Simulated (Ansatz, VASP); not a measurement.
## MoSe: VASP beside Ansatz

```
Mo Se
1.0
     0.00000    3.11083    3.11083
     3.11083    0.00000    3.11083
     3.11083    3.11083    0.00000
Mo Se
1 1
Cartesian
  0.0000 0.0000 0.0000
  1.5554 1.5554 1.5554
```

Alike in both runs: task single point; functional r2SCAN; k mesh 12 × 12 × 12; occupations gaussian, width 0.1 eV; collinear spin; Hubbard terms Mo d U = 4.38 eV.

```csv
,VASP,Ansatz
version,VASP 6.6.1,Ansatz 0.2.0
potentials or method,"VASP PAW PBE potentials, release 64 (Mo_sv, Se), cutoff 520 eV","scalar-relativistic, plane waves, PAW"
valence electrons in the cell,20,30
```

```tsv
	VASP	Ansatz	Ansatz less VASP
gap on the k mesh at the Fermi level (eV)	none	none	-
pressure (GPa)	-0.8	0.0	+0.87
net moment per atom (μB)	2.00	2.00	0.000
size of the moment on the site where the two differ most (μB)	3.68	3.24	-0.436
```

VASP's potentials were made for PBE, not for r2SCAN. Site moments also hang on the region over which each program counts them. The programs project onto different local orbitals, so the same U acts differently, and such runs can settle in different states. A gap of «none» marks a metal or a gap that the smearing closes. VASP's potentials hold 20 valence electrons a cell and Ansatz's 30, so a difference there can come from the potentials and not from the codes. Ansatz's warnings: filled band counts differ across k points, stability check not made.
